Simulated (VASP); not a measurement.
# HfN (I-4m2) in VASP: a series of runs, part 2 of 2

VASP 6.6.1. The steps go on from the part before.

## Step 4: Single point, PBEsol (strain +0.1125 x Voigt [1, 0, 0, 0, 0, 0])

INCAR reads:

```
SYSTEM = HfN
  PREC = Accurate
  ENCUT = 520
  EDIFF = 1E-6
  ISMEAR = 0
  SIGMA = 0.15
  LREAL = .FALSE.
  LASPH = .TRUE.
  NELM = 80
  ALGO = Normal
  ISIF = 2
  LWAVE = .FALSE.
  LCHARG = .FALSE.
  GGA = PS
  NBANDS = 14
```

KPOINTS reads:

```
regular mesh
0
G
  22 22 22
  0 0 0
```

POSCAR reads:

```
HfN
1.0
    0.0000000000      2.4335340893      2.4335340893
    2.7073066743      0.0000000000      2.4335340893
    2.7073066743      2.4335340893      0.0000000000
Hf N
1 1
Direct
    0.0000000000      0.0000000000      0.0000000000
    0.7500000000      0.7500000000      0.7500000000
```

Potentials or basis: VASP PAW PBE potentials, release 64 (Hf_pv, N).

Started as:

```bash
cat potpaw_PBE.64/Hf_pv/POTCAR potpaw_PBE.64/N/POTCAR > POTCAR
mpirun -np 1 vasp_std > vasp.out
```

OUTCAR:

```text
SYSTEM = HfN
   PREC = Accurate
   ENCUT = 520
   EDIFF = 1E-6
   ISMEAR = 0
   LREAL = .FALSE.
   LASPH = .TRUE.
   NELM = 80
   ISIF = 2
   GGA = PS

 ion  position               nearest neighbor table
   1  0.000  0.000  0.000-   2 2.19   2 2.19   2 2.19   2 2.19
   2  0.750  0.750  0.750-   1 2.19   1 2.19   1 2.19   1 2.19

  LATTYP: Found a body centered tetragonal cell.
 ALAT       =     3.4415369136
 C/A-ratio  =     1.5733125881

  Lattice vectors:

 A1 = (   2.7073066743,   0.0000000000,   2.4335340893)
 A2 = (   2.7073066743,   0.0000000000,  -2.4335340893)
 A3 = (  -2.7073066743,   2.4335340893,   0.0000000000)

Analysis of symmetry for initial positions (statically):
=====================================================================
 Subroutine PRICEL returns:
 Original cell was already a primitive cell.

 Routine SETGRP: Setting up the symmetry group for a
 body centered tetragonal supercell.

 Subroutine GETGRP returns: Found  8 space group operations
 (whereof  8 operations were pure point group operations)
 out of a pool of 16 trial point group operations.

The static configuration has the point symmetry D_2d.
[... 167 lines left out ...]
 Fermi energy:         5.0129198807

 k-point     1 :       0.0000    0.0000    0.0000
  band No.  band energies     occupation
      1     -26.3571      2.00000
      2     -26.3571      2.00000
      3     -26.3375      2.00000
      4     -10.6630      2.00000
      5      -0.2163      2.00000
      6       0.1086      2.00000
      7       0.1086      2.00000
      8       3.9954      2.00000
      9       6.4749      0.00000
     10       7.6001      0.00000
     11       9.9467      0.00000
     12      11.5055      0.00000
     13      11.5055      0.00000
     14      17.0669      0.00000
[... 377 lines left out ...]
      1     -26.6890      2.00000
      2     -26.4057      2.00000
      3     -26.3860      2.00000
      4      -9.7132      2.00000
      5      -0.5305      2.00000
      6       0.2139      2.00000
      7       0.7511      2.00000
      8       6.2017      0.00000
      9       7.3012      0.00000
     10       7.5087      0.00000
     11       8.7995      0.00000
     12       9.9058      0.00000
     13      10.2413      0.00000
     14      13.4642      0.00000

 [... further k-points ...]
[... 5 lines left out ...]
  --------------------------------------------------------------------------------------
  -------------------------------------------------------------------------------------
  Total       -6.0585526     -2.5919861     -2.5919861      0.0000000      0.0000000      0.0000000
  in kB     -302.7172357   -129.5092945   -129.5092945      0.0000000      0.0000000      0.0000000
  external PRESSURE =    -187.2452749 kB  Pullay stress =       0.0000000 kB

 VOLUME and BASIS-vectors are now :
 -----------------------------------------------------------------------------
  energy-cutoff  :      520.00
  volume of cell :       32.07
      direct lattice vectors                 reciprocal lattice vectors
     0.000000000  2.433534089  2.433534089    -0.184685394  0.205462501  0.205462501
     2.707306674  0.000000000  2.433534089     0.184685394 -0.205462501  0.205462501
     2.707306674  2.433534089  0.000000000     0.184685394  0.205462501 -0.205462501

 POSITION                                       TOTAL-FORCE (eV/Angst)
 -----------------------------------------------------------------------------------
      0.00000      0.00000      0.00000         0.000000      0.000000      0.000000
      4.06096      3.65030      3.65030        -0.000000     -0.000000     -0.000000
 -----------------------------------------------------------------------------------
    total drift:                                0.000000     -0.000000     -0.000000

  FREE ENERGIE OF THE ION-ELECTRON SYSTEM (eV)
  ---------------------------------------------------
  free  energy   TOTEN  =       -21.9402873366 eV

  energy  without entropy=      -21.9315262672  energy(sigma->0) =      -21.93590680
```

It took 2.3 min on 1 thread of Intel Xeon 6975P-C (Granite Rapids), shared host; peak memory 0.48 GiB.

What came out:

| Item | Value |
| --- | --- |
| Free energy | -21.9403 eV |
| Pressure | -18.7 GPa |
| Band gap on the k mesh | zero (an odd number of electrons rules out a gap without spin polarisation) |

Levels at points of the mesh, in eV from the Fermi level:
| k point | band 5 | band 6 | band 7 | band 8 | band 9 | band 10 | band 11 | band 12 |
| --- | --- | --- | --- | --- | --- | --- | --- | --- |
| (0.00, 0.00, 0.00) | -5.23 | -4.90 | -4.90 | -1.02 | 1.46 | 2.59 | 4.93 | 6.49 |
| (0.50, 0.00, 0.00) | -5.55 | -4.81 | -4.24 | 1.25 | 2.34 | 2.67 | 3.60 | 4.82 |
| (0.50, 0.50, 0.00) | -6.39 | -3.78 | -3.45 | -0.86 | 1.58 | 3.93 | 4.07 | 4.40 |
| (0.00, 0.50, 0.50) | -6.67 | -3.24 | -3.24 | -1.45 | 1.69 | 3.66 | 4.10 | 4.10 |

Caveat: the cell differs from its parent crystal (strain +0.1125 x Voigt [1, 0, 0, 0, 0, 0]); the cell stands under tension; the PAW data sets were made with another functional, which shifts forces and pressure a little; spin-orbit coupling is left out, which moves the levels of the heavy elements.

## Step 5: Overview

```csv
cell,gap on the mesh (eV),pressure (GPa)
"a = 3.442, b = 3.194, c = 3.194 Å, angles 65.2, 57.4, 57.4°, 2 atoms",none,42.1
"a = 3.442, b = 3.315, c = 3.315 Å, angles 62.5, 58.7, 58.7°, 2 atoms",none,17.4
"a = 3.442, b = 3.640, c = 3.640 Å, angles 56.4, 61.8, 61.8°, 2 atoms",none,-18.7
```

Alike in all rows: task single point; level PBEsol; potentials or basis VASP PAW PBE potentials, release 64 (Hf_pv, N); no spin polarisation; k mesh 22 × 22 × 22; cutoff (eV) 520; smearing gaussian 0.15 eV.

Caveats: the PAW data sets were made with another functional, which shifts forces and pressure a little; spin-orbit coupling is left out, which moves the levels of the heavy elements; the cell stands under pressure (at least some runs); the cell stands under tension (at least some runs).

Total energies depend on the potentials used, so only differences within one code and one set of settings carry meaning.
